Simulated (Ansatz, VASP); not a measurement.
Mo2PbAu2: VASP beside Ansatz

The input INCAR:

```
SYSTEM = Mo2PbAu2
ALGO = Normal
EDIFF = 1E-6
ENCUT = 520
GGA = PE
ISIF = 2
ISMEAR = -1
LASPH = .True.
LCHARG = .False.
LDAU = .True.
LDAUJ = 0 0 0
LDAUL = -1 -1 2
LDAUPRINT = 1
LDAUTYPE = 2
LDAUU = 0 0 2
LMAXMIX = 4
LREAL = .False.
LWAVE = .False.
NBANDS = 75
NELM = 150
PREC = Accurate
SIGMA = 0.1
```

Contents of KPOINTS:

```
k-points
0
Gamma
  3 3 5
  0 0 0
```

POSCAR

```
Mo2PbAu2
1.0
    7.3262545100      0.0000000000      0.0000000000
    0.0000000000      7.3262545100      0.0000000000
    0.0000000000      0.0000000000      3.6245666400
Au Pb Mo
4 2 4
Direct
    0.3767000000      0.8767000000      0.0000000000
    0.1233000000      0.3767000000      0.0000000000
    0.6233000000      0.1233000000      0.0000000000
    0.8767000000      0.6233000000      0.0000000000
    0.0000000000      0.0000000000      0.0000000000
    0.5000000000      0.5000000000      0.0000000000
    0.1778000000      0.6778000000      0.5000000000
    0.3222000000      0.1778000000      0.5000000000
    0.8222000000      0.3222000000      0.5000000000
    0.6778000000      0.8222000000      0.5000000000
```

Input for Ansatz:

```yaml
crystal:
  lattice:
    - [7.32625451, 0.0, 0.0]
    - [0.0, 7.32625451, 0.0]
    - [0.0, 0.0, 3.62456664]
  atoms:
    - { symbol: Au, position: [0.3767, 0.8767, 0.0] }
    - { symbol: Au, position: [0.1233, 0.3767, 0.0] }
    - { symbol: Au, position: [0.6233, 0.1233, 0.0] }
    - { symbol: Au, position: [0.8767, 0.6233, 0.0] }
    - { symbol: Pb, position: [0.0, 0.0, 0.0] }
    - { symbol: Pb, position: [0.5, 0.5, 0.0] }
    - { symbol: Mo, position: [0.1778, 0.6778, 0.5] }
    - { symbol: Mo, position: [0.3222, 0.1778, 0.5] }
    - { symbol: Mo, position: [0.8222, 0.3222, 0.5] }
    - { symbol: Mo, position: [0.6778, 0.8222, 0.5] }
  symmetry: { tolerance: 0.0003 }
kpoints:
  mp_grid: { grid: [3, 3, 5], shift: [0, 0, 0] }
magnetization:
  spin_polarized: false
scf:
  occupations: { method: fermi_dirac }
hamiltonian:
  pseudopotentials: { kind: paw }
  xc: pbe
  hubbard: { sites: [{ species: Mo, l: d, u_eff: 2.0 }], double_counting: fll }
basis:
  ecutwfc: 420
output:
  forces: true
  stress: true
  eigenvalues: true
  write_density: true
  write_potential: true
  elf: true
  volumetric_format: npy
```

Alike in both runs: task single point; functional PBE; k mesh 3 × 3 × 5; no spin polarisation; Hubbard terms Mo d U = 2.0 eV.

```csv
,VASP,Ansatz
version,VASP 6.6.1,Ansatz 0.2.0
potentials or method,"VASP PAW PBE potentials, release 64 (Au, Pb_d, Mo_sv), cutoff 520 eV",PAW plane waves
occupations,"fermi-dirac, width 0.1 eV",fermi-dirac
valence electrons in the cell,128,160
```

Ansatz gave:

- gap on the k mesh at the Fermi level (eV): none
- pressure (GPa): -0.7
- traceless stress, the component that is largest in VASP (GPa): -2.76
- rms of the force components (eV/Å): 0.416

Question: What did VASP give for the same quantities?

Answer: gap on the k mesh at the Fermi level (eV): none; pressure (GPa): 0.1; traceless stress, the component that is largest in VASP (GPa): -2.65; rms of the force components (eV/Å): 0.417.

The programs project onto different local orbitals, so the same U acts differently, and such runs can settle in different states. Atom by atom the forces differ by 0.016 eV/Å (rms over components). A gap of «none» marks a metal or a gap that the smearing closes. VASP's potentials hold 128 valence electrons a cell and Ansatz's 160, so a difference there can come from the potentials and not from the codes. Ansatz's warnings: filled band counts differ across k points.

Neither program's run includes spin-orbit coupling.
